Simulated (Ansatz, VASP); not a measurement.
NaTaO2: VASP beside Ansatz

```
Na Ta O
1.0
     3.32129    0.00000    0.00000
    -1.66064    2.87632    0.00000
     0.00000    0.00000    5.79776
Na Ta O
1 1 2
Direct
  0.00000 0.00000 0.00000
  0.00000 0.00000 0.50000
  0.33333 0.66667 0.00000
  0.66667 0.33333 0.00000
```

Alike in both runs: task single point; functional PBE; k mesh 6 × 6 × 4; occupations gaussian, width 0.1 eV; no spin polarisation.

|  | VASP | Ansatz |
| --- | --- | --- |
| version | VASP 6.6.1 | Ansatz 0.2.0 |
| potentials or method | VASP PAW PBE potentials, release 64 (Na_sv, Ta_sv_GW, O), cutoff 970 eV | scalar-relativistic, plane waves, PAW |
| valence electrons in the cell | 34 | 34 |

|  | VASP | Ansatz | Ansatz less VASP |
| --- | --- | --- | --- |
| gap on the k mesh at the Fermi level (eV) | none | none | - |
| pressure (GPa) | 22.1 | 22.1 | -0.02 |
| traceless stress, the component that is largest in VASP (GPa) | -14.95 | -14.53 | +0.429 |

A gap of «none» marks a metal or a gap that the smearing closes. The functional is the same, so the differences come from potentials, cutoffs and numerics.

The k mesh is coarse, so the values compare programs but aren't converged. Neither program's run includes spin-orbit coupling.
